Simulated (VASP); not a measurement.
# C in VASP: a series of runs

The runs below take C through single point, with PBE+D3(BJ).

Everything below comes from runs of VASP 6.6.1. Logs are shortened: lines on timing, memory, paths and dates and some standing lists are left out, and cuts for length are marked.

### Step 1. The cell of the first run

It takes space group Pmma (No. 51, orthorhombic). The conventional cell has a = 2.465 Å, b = 3.572 Å, c = 4.269 Å, α = 90.00°, β = 90.00°, γ = 90.00°. Within 1.8 Å of C (site symmetry mm2) lie 3 C at 1.35 to 1.54 Å. C (site symmetry mm2) has 3 C at 1.39 to 1.54 Å within 1.9 Å.

### Step 2. Single point, PBE+D3(BJ) (atoms displaced along several vibrational modes)

Input file INCAR:

```
PREC = Accurate
ENCUT = 520
EDIFF = 1E-6
ISMEAR = 0
SIGMA = 0.15
LREAL = False
LASPH = True
NELM = 60
ALGO = Normal
ISIF = 2
LWAVE = False
LCHARG = False
GGA = PE
IVDW = 12
NBANDS = 16
```

Input file KPOINTS:

```
regular mesh
0
Gamma
  18 12 10
```

Input file POSCAR:

```
C
1.0
   -2.4646600698      0.0000000000      0.0000000000
    0.0000000000      0.0000000000     -3.5719696368
    0.0000000000     -4.2689164642      0.0000000000
C
4
Direct
    0.5000000000      0.0000000000      0.1863437910
    0.0000000000      0.0000000000      0.6750997200
    0.0000000000      0.0000000000      0.3136562090
    0.5000000000      0.0000000000      0.8249002800
```

Potentials or basis: VASP PAW PBE potentials, release 64 (C).

Command:

```
> cat potpaw_PBE.64/C/POTCAR > POTCAR
> mpirun -np 1 vasp_std > vasp.out
```

OUTCAR:

```text
PREC = Accurate
   ENCUT = 520
   EDIFF = 1E-6
   ISMEAR = 0
   LREAL = False
   LASPH = True
   NELM = 60
   ISIF = 2
   GGA = PE
   IVDW = 12
 IVDW          = 12

 ion  position               nearest neighbor table
   1  0.500  0.000  0.186-   3 1.35   3 1.35   4 1.54
   2  0.000  0.000  0.675-   4 1.39   4 1.39   3 1.54
   3  0.000  0.000  0.314-   1 1.35   1 1.35   2 1.54
   4  0.500  0.000  0.825-   2 1.39   2 1.39   1 1.54

  LATTYP: Found a simple orthorhombic cell.
 ALAT       =     2.4646600698
 B/A-ratio  =     1.4492747623
 C/A-ratio  =     1.7320508075

  Lattice vectors:

 A1 = (  -2.4646600698,   0.0000000000,   0.0000000000)
 A2 = (   0.0000000000,   0.0000000000,  -3.5719696368)
 A3 = (   0.0000000000,  -4.2689164642,   0.0000000000)

Analysis of symmetry for initial positions (statically):
=====================================================================
 Subroutine PRICEL returns:
 Original cell was already a primitive cell.

 Routine SETGRP: Setting up the symmetry group for a
 simple orthorhombic supercell.

 Subroutine GETGRP returns: Found  8 space group operations
 (whereof  4 operations were pure point group operations)
 out of a pool of  8 trial point group operations.

The static configuration has the point symmetry C_2v.
 The point group associated with its full space group is D_2h.

Analysis of symmetry for dynamics (positions and initial velocities):
=====================================================================
 Subroutine PRICEL returns:
 Original cell was already a primitive cell.

 Routine SETGRP: Setting up the symmetry group for a
 simple orthorhombic supercell.

 Subroutine GETGRP returns: Found  8 space group operations
 (whereof  4 operations were pure point group operations)
 out of a pool of  8 trial point group operations.

The dynamic configuration has the point symmetry C_2v.
 The point group associated with its full space group is D_2h.

 Subroutine INISYM returns: Found  8 space group operations
 (whereof  4 operations are pure point group operations),
 and found     1 'primitive' translations

----------------------------------------------------------------------------------------

                                     Primitive cell

  volume of cell :      37.5822

  direct lattice vectors                    reciprocal lattice vectors
[... 92 lines left out ...]
   LREAL  =      F    real-space projection
   EDIFFG = 0.1E-04   stopping-criterion for IOM
   NSW    =      0    number of steps for IOM
   IBRION =     -1    ionic relax: 0-MD 1-quasi-New 2-CG
   NFREE  =      0    steps in history (QN), initial steepest desc. (CG)
   ISIF   =      2    stress and relaxation
   ISYM   =      2    0-nonsym 1-usesym 2-fastsym
   POTIM  = 0.5000    time-step for ionic-motion
   TEBEG  =    0.0;   TEEND  =   0.0 temperature during run
   PSTRESS=    0.0 pullay stress
   NELECT =      16.0000    total number of electrons
   NUPDOWN=      -1.0000    fix difference up-down
   EMIN   =  10.00;   EMAX   =-10.00  energy-range for DOS
   EFERMI =   0.00;   METHOD = LEGACY
   ISMEAR =     0;   SIGMA  =   0.15  broadening in eV -4-tet -1-fermi 0-gaus
   EFERMI_NEDOS =   21; number of points for ismear=-14 and -15
   IALGO  =     38    algorithm
   IMIX   =      4    mixing-type and parameters
     AMIX     =   0.40;   BMIX     =  1.00
     AMIX_MAG =   1.60;   BMIX_MAG =  1.00
  volume/ion in A,a.u.               =       9.40        63.40
  Fermi-wavevector in a.u.,A,eV,Ry     =   1.231556  2.327303 20.636352  1.516729
  Thomas-Fermi vector in A             =   2.366360
   LORBIT       =      0    0 simple, 1 ext, 2 COOP (PROOUT), +10 PAW based schemes
   GGA     = PE    functional components
   LHFCALC =     F    Hartree Fock is set to
   AEXX    =    0.0000 exact exchange contribution
   IVDW    =    12    specifies the selected vdW correction
   LEPSILON=     F    determine dielectric tensor
   LRPA    =     F    only Hartree local field effects (RPA)
 non-spin polarized calculation
 Gauss-broadening in eV      SIGMA  =   0.15
  energy-cutoff  :      520.00
  volume of cell :       37.58
 maximum number of plane-waves:      1040
   NGX =  9   NGY = 13   NGZ = 15

 number of electron      16.0000004 magnetization

 Free energy of the ion-electron system (eV)
  ---------------------------------------------------
  ext. energy  EPLUGINS =         0.00000000
  ---------------------------------------------------
  free energy    TOTEN  =       -36.06595101 eV

  energy without entropy =      -36.06500218  energy(sigma->0) =      -36.06547659

 E-fermi :   4.0764     XC(G=0):  -9.8726

 val. band max:        4.0695314834   @ k =   0.3889   0.3333   0.0000
 cond. band min:       4.1062340516   @ k =   0.3889   0.1667   0.0000
 fundamental gap:      0.0367025682
 Fermi energy:         4.0763870010

 k-point     1 :       0.0000    0.0000    0.0000
  band No.  band energies     occupation
      1     -15.4811      2.00000
      2     -10.5720      2.00000
      3      -8.2184      2.00000
      4      -3.3005      2.00000
      5      -2.7684      2.00000
      6      -0.4831      2.00000
[... 433 lines left out ...]
      3      -7.7271      2.00000
      4      -4.9262      2.00000
      5      -2.5650      2.00000
      6      -1.9242      2.00000
[... 8 lines left out ...]
     15      15.8011      0.00000
     16      16.0910      0.00000

 [... further k-points ...]

------------------------ aborting loop because EDIFF is reached ----------------------------------------

 Edisp (eV)   -0.57968

 E8    (eV) :    -0.1629

  FORCE on cell =-STRESS in cart. coord.  units (eV):
  Direction    XX          YY          ZZ          XY          YZ          ZX
  --------------------------------------------------------------------------------------
  -------------------------------------------------------------------------------------
  Total       4.84365    -0.57991    -0.03608     0.00000     0.00000     0.00000
  in kB     206.49072   -24.72230    -1.53806     0.00000     0.00000     0.00000
  external pressure =       60.08 kB  Pullay stress =        0.00 kB

 VOLUME and BASIS-vectors are now :
 -----------------------------------------------------------------------------
  energy-cutoff  :      520.00
  volume of cell :       37.58
      direct lattice vectors                 reciprocal lattice vectors
    -2.464660070  0.000000000  0.000000000    -0.405735465  0.000000000  0.000000000
     0.000000000  0.000000000 -3.571969637     0.000000000  0.000000000 -0.279957587
     0.000000000 -4.268916464  0.000000000     0.000000000 -0.234251480  0.000000000

 POSITION                                       TOTAL-FORCE (eV/Angst)
 -----------------------------------------------------------------------------------
     -1.23233     -0.79549      0.00000         0.000000      7.353379      0.000000
      0.00000     -2.88194      0.00000         0.000000      3.579738      0.000000
      0.00000     -1.33897      0.00000         0.000000     -7.353379      0.000000
     -1.23233     -3.52143      0.00000         0.000000     -3.579738      0.000000
 -----------------------------------------------------------------------------------
    total drift:                               -0.000000      0.000000      0.000000

  FREE ENERGIE OF THE ION-ELECTRON SYSTEM (eV)
  ---------------------------------------------------
  free  energy   TOTEN  =       -36.6456262911 eV

  energy  without entropy=      -36.6446774585  energy(sigma->0) =      -36.64515187
```

OSZICAR:

```text
N       E                     dE             d eps       ncg     rms          rms(c)
DAV:   1     0.354890114554E+02    0.35489E+02   -0.78299E+03 13456   0.914E+02
DAV:   2    -0.357804815146E+02   -0.71269E+02   -0.65018E+02 18944   0.192E+02
DAV:   3    -0.386057405135E+02   -0.28253E+01   -0.28104E+01 17752   0.354E+01
DAV:   4    -0.386296930625E+02   -0.23953E-01   -0.23946E-01 16976   0.393E+00
DAV:   5    -0.386300812629E+02   -0.38820E-03   -0.38819E-03 17480   0.475E-01    0.919E+00
DAV:   6    -0.366754151387E+02    0.19547E+01   -0.13793E+00 16144   0.751E+00    0.535E+00
DAV:   7    -0.360540550296E+02    0.62136E+00   -0.15921E+00 16832   0.804E+00    0.157E+00
DAV:   8    -0.360636397653E+02   -0.95847E-02   -0.55395E-02 16232   0.139E+00    0.504E-01
DAV:   9    -0.360656052549E+02   -0.19655E-02   -0.17910E-03 16016   0.330E-01    0.766E-02
DAV:  10    -0.360658817906E+02   -0.27654E-03   -0.12983E-04 15696   0.784E-02    0.241E-02
DAV:  11    -0.360659507462E+02   -0.68956E-04   -0.55347E-05 15024   0.496E-02    0.533E-03
DAV:  12    -0.360659510091E+02   -0.26293E-06   -0.12654E-06 16520   0.855E-03
   1 F= -.36645626E+02 E0= -.36645152E+02  d E =-.948833E-03
```

stdout:

```text
POSCAR found type information on POSCAR C
 POSCAR found :  1 types and       4 ions
 scaLAPACK will be used
 LDA part: xc-table for (Slater+PW92), standard interpolation
 POSCAR, INCAR and KPOINTS ok, starting setup
 FFT: planning ... GRIDC
 FFT: planning ... GRID_SOFT
 FFT: planning ... GRID
 WAVECAR not read
 entering main loop
```

It took 3.9 min on 1 thread of Intel Xeon 8259CL, shared host; peak memory 0.29 GiB.

Results:

* Free energy: -36.6456 eV
* Pressure: 6.0 GPa
* Largest force: 7.353 eV/Å
* Band gap on the k mesh: zero (bands 8 and 9 overlap by 0.52 eV)
* Dispersion energy per atom: -0.145 eV

Forces on the atoms (eV/Å):
```
C    0.000  7.353  0.000
C    0.000  3.580  0.000
C    0.000 -7.353  0.000
C    0.000 -3.580  0.000
```

Stress tensor (GPa, compression positive):
```
20.65  0.00  0.00
 0.00 -2.47  0.00
 0.00  0.00 -0.15
```

Caveat: the cell differs from its parent crystal (atoms displaced along several vibrational modes); the stress differs along the axes, from -2 to 21 GPa; forces of over 1 eV/Å act on the atoms, so gaps and moduli don't describe the material at rest.

### Step 3. Single point, PBE+D3(BJ) (atoms displaced along several vibrational modes)

Input file INCAR:

```
ALGO = Normal
EDIFF = 1E-6
ENCUT = 520
GGA = PE
ISIF = 2
ISMEAR = 0
IVDW = 12
LASPH = T
LCHARG = F
LREAL = F
LWAVE = F
NBANDS = 16
NELM = 60
PREC = Accurate
SIGMA = 0.15
```

Input file KPOINTS:

```
k-points
0
Gamma
  18 12 10
```

Input file POSCAR:

```
C
1.0
   -2.4646600698      0.0000000000      0.0000000000
    0.0000000000      0.0000000000     -3.5719696368
    0.0000000000     -4.2689164642      0.0000000000
C
4
Direct
    0.5000000000      0.0000000000      0.1638556489
    0.0000000000      0.0000000000      0.6469895424
    0.0000000000      0.0000000000      0.3361443511
    0.5000000000      0.0000000000      0.8530104576
```

Potentials or basis: VASP PAW PBE potentials, release 64 (C).

Command:

```
> cat potpaw_PBE.64/C/POTCAR > POTCAR
> mpirun -np 1 vasp_std > vasp.out
```

Run time: 3.6 min. Hardware: 1 thread of Intel Xeon 8259CL, shared host; peak memory 0.29 GiB.

The run converged. Its results:

```
Free energy                : -36.7135 eV
Pressure                   : 5.7 GPa
Largest force              : 8.259 eV/Å
Band gap on the k mesh     : zero (bands 8 and 9 overlap by 0.78 eV)
Dispersion energy per atom : -0.144 eV
```

Forces in eV/Å, atoms in the order of the input:
```
C    0.000 -3.043  0.000
C    0.000 -8.259  0.000
C    0.000  3.043  0.000
C    0.000  8.259  0.000
```

Stress tensor (GPa, compression positive):
```
-1.11  0.00  0.00
 0.00 18.42  0.00
 0.00  0.00 -0.24
```

Levels at points of the mesh, in eV from the Fermi level:
```
           k point  band 4  band 5  band 6  band 7  band 8  band 9  band 10  band 11  band 12  band 13
(0.00, 0.00, 0.00)   -6.80   -5.91   -4.20   -1.26   -0.92    1.29     3.97     6.55     7.59    10.21
(0.50, 0.00, 0.00)   -9.84   -9.35   -9.35   -2.37   -2.37    4.03     4.03     9.11     9.11    10.36
(0.00, 0.50, 0.00)   -8.20   -5.87   -4.18   -2.01   -1.24    0.16     6.60     7.83     9.27    10.30
(0.50, 0.50, 0.00)   -9.76   -9.27   -9.27   -3.43   -3.43    3.16     3.16    10.10    10.10    10.35
(0.00, 0.00, 0.50)   -7.68   -5.37   -4.97   -4.68   -3.31    5.70     5.91     7.00     7.82     8.28
(0.50, 0.00, 0.50)  -12.68   -6.44   -6.44   -2.13   -2.13    3.14     3.14     6.81     6.81    10.97
(0.00, 0.50, 0.50)   -7.62   -6.66   -6.06   -4.95   -3.27    6.38     7.18     8.43     9.29    10.68
(0.50, 0.50, 0.50)  -12.56   -6.41   -6.41   -3.08   -3.08    1.75     1.75     7.04     7.04    13.17
```

Caveat: the cell differs from its parent crystal (atoms displaced along several vibrational modes); the stress differs along the axes, from -1 to 18 GPa; forces of over 1 eV/Å act on the atoms, so gaps and moduli don't describe the material at rest.

### Step 4. Single point, PBE+D3(BJ) (atoms displaced along several vibrational modes)

Input file INCAR:

```
SYSTEM = C
PREC     = Accurate       ! precision mode
ENCUT    = 520            ! plane-wave cutoff, eV
EDIFF    = 1E-7           ! SCF threshold, eV
ISMEAR   = 0              ! smearing method
SIGMA    = 0.15           ! smearing width, eV
LREAL    = .FALSE.        ! projectors in reciprocal space
LASPH    = .TRUE.         ! aspherical terms in the spheres
NELM     = 80             ! most SCF steps
ALGO     = Normal         ! electronic algorithm
ISIF     = 2              ! what is computed and relaxed
LWAVE    = .FALSE.        ! write WAVECAR
LCHARG   = .FALSE.        ! write CHGCAR
GGA      = PE             ! functional
IVDW     = 12             ! dispersion correction
NBANDS   = 16             ! bands
```

Input file KPOINTS:

```
regular mesh
0
G
  18 12 10
  0 0 0
```

Input file POSCAR:

```
C
1.0
   -2.4646600698      0.0000000000      0.0000000000
    0.0000000000      0.0000000000     -3.5719696368
    0.0000000000     -4.2689164642      0.0000000000
C
4
Direct
    0.5000000000      0.0000000000      0.1638556489
    0.0000000000      0.0000000000      0.6582336134
    0.0000000000      0.0000000000      0.3361443511
    0.5000000000      0.0000000000      0.8417663866
```

Command:

```
> cat potpaw_PBE.64/C/POTCAR > POTCAR
> mpirun -np 1 vasp_std > vasp.out
```

It took 4.5 min on 1 thread of Intel Xeon 8259CL, shared host; peak memory 0.29 GiB.

Results (log left out):

```yaml
Free_energy: -37.2847 eV
Pressure: 1.6 GPa
Largest_force: 3.638 eV/Å
Band_gap_on_the_k_mesh: zero (bands 8 and 9 overlap by 0.29 eV)
Dispersion_energy_per_atom: -0.145 eV
```

Forces on the atoms (eV/Å):
```
C    0.000 -1.802  0.000
C    0.000 -3.638  0.000
C    0.000  1.802  0.000
C    0.000  3.638  0.000
```

Stress tensor (GPa, compression positive):
```
-2.44  0.00  0.00
 0.00  7.26  0.00
 0.00  0.00 -0.16
```

Levels at points of the mesh, in eV from the Fermi level:
| k point | band 5 | band 6 | band 7 | band 8 | band 9 | band 10 | band 11 | band 12 |
| --- | --- | --- | --- | --- | --- | --- | --- | --- |
| (0.00, 0.00, 0.00) | -6.12 | -3.71 | -2.27 | -1.46 | 1.77 | 3.85 | 7.38 | 7.42 |
| (0.50, 0.00, 0.00) | -9.31 | -9.31 | -2.30 | -2.30 | 3.57 | 3.57 | 9.24 | 9.24 |
| (0.00, 0.50, 0.00) | -6.09 | -3.69 | -2.49 | -2.25 | 0.57 | 7.43 | 7.66 | 9.18 |
| (0.50, 0.50, 0.00) | -9.24 | -9.24 | -3.39 | -3.39 | 2.73 | 2.73 | 10.20 | 10.20 |
| (0.00, 0.00, 0.50) | -5.26 | -5.03 | -4.90 | -4.33 | 5.66 | 5.72 | 7.28 | 7.57 |
| (0.50, 0.00, 0.50) | -6.53 | -6.53 | -2.02 | -2.02 | 2.69 | 2.69 | 7.11 | 7.11 |
| (0.00, 0.50, 0.50) | -6.58 | -6.38 | -4.88 | -4.30 | 6.64 | 6.93 | 8.31 | 8.61 |
| (0.50, 0.50, 0.50) | -6.50 | -6.50 | -2.99 | -2.99 | 1.35 | 1.35 | 7.35 | 7.35 |

Caveat: the cell differs from its parent crystal (atoms displaced along several vibrational modes); the stress differs along the axes, from -2 to 7 GPa; forces of over 1 eV/Å act on the atoms, so gaps and moduli don't describe the material at rest.

### Step 5. Single point, PBE+D3(BJ) (atoms displaced along several vibrational modes)

Input file INCAR:

```
ALGO     = Normal         # electronic algorithm
EDIFF    = 1E-6           # SCF threshold, eV
ENCUT    = 520            # plane-wave cutoff, eV
GGA      = PE             # functional
ISIF     = 2              # what is computed and relaxed
ISMEAR   = 0              # smearing method
IVDW     = 12             # dispersion correction
LASPH    = T              # aspherical terms in the spheres
LCHARG   = F              # write CHGCAR
LREAL    = F              # projectors in reciprocal space
LWAVE    = F              # write WAVECAR
NBANDS   = 16             # bands
NELM     = 80             # most SCF steps
PREC     = Accurate       # precision mode
SIGMA    = 0.15           # smearing width, eV
```

Input file KPOINTS:

```
k-points
0
Gamma
  18 12 10
```

Input file POSCAR:

```
C
1.0
   -2.4646600698      0.0000000000      0.0000000000
    0.0000000000      0.0000000000     -3.5719696368
    0.0000000000     -4.2689164642      0.0000000000
C
4
Direct
    0.5000000000      0.0000000000      0.1722887022
    0.0000000000      0.0000000000      0.6498005601
    0.0000000000      0.0000000000      0.3277112978
    0.5000000000      0.0000000000      0.8501994399
```

Command:

```
> cat potpaw_PBE.64/C/POTCAR > POTCAR
> mpirun -np 1 vasp_std > vasp.out
```

Wall time 4.5 min (1 thread of Intel Xeon 8259CL, shared host); peak memory 0.29 GiB.

The run converged. Its results:

```yaml
Free_energy: -36.9551 eV
Pressure: 3.1 GPa
Largest_force: 6.223 eV/Å
Band_gap_on_the_k_mesh: zero (bands 8 and 9 overlap by 0.34 eV)
Dispersion_energy_per_atom: -0.144 eV
```

Forces in eV/Å, atoms in the order of the input:
```
C    0.000  1.077  0.000
C    0.000 -6.223  0.000
C    0.000 -1.077  0.000
C    0.000  6.223  0.000
```

Stress tensor (GPa, compression positive):
```
 2.13  0.00  0.00
 0.00  7.28  0.00
 0.00  0.00 -0.13
```

Levels at points of the mesh, in eV from the Fermi level:
```
           k point  band 6  band 7  band 8  band 9  band 10  band 11
(0.00, 0.00, 0.00)   -3.63   -1.98   -1.42    1.74     3.84     7.16
(0.50, 0.00, 0.00)   -9.25   -2.33   -2.33    3.56     3.56     9.20
(0.00, 0.50, 0.00)   -3.61   -2.47   -1.96    0.54     7.33     7.38
(0.50, 0.50, 0.00)   -9.19   -3.42   -3.42    2.72     2.72    10.19
(0.00, 0.00, 0.50)   -5.62   -4.70   -3.51    5.55     5.79     6.85
(0.50, 0.00, 0.50)   -6.47   -2.06   -2.06    2.68     2.68     6.90
(0.00, 0.50, 0.50)   -6.10   -5.77   -3.48    6.21     7.37     7.86
(0.50, 0.50, 0.50)   -6.44   -3.03   -3.03    1.35     1.35     7.15
```

Caveat: the cell differs from its parent crystal (atoms displaced along several vibrational modes); the stress differs along the axes, from -0 to 7 GPa; forces of over 1 eV/Å act on the atoms, so gaps and moduli don't describe the material at rest.

(Continued in part 2 of 2.)

The gap in the log of VASP goes by the Fermi energy; the results here count the filled bands.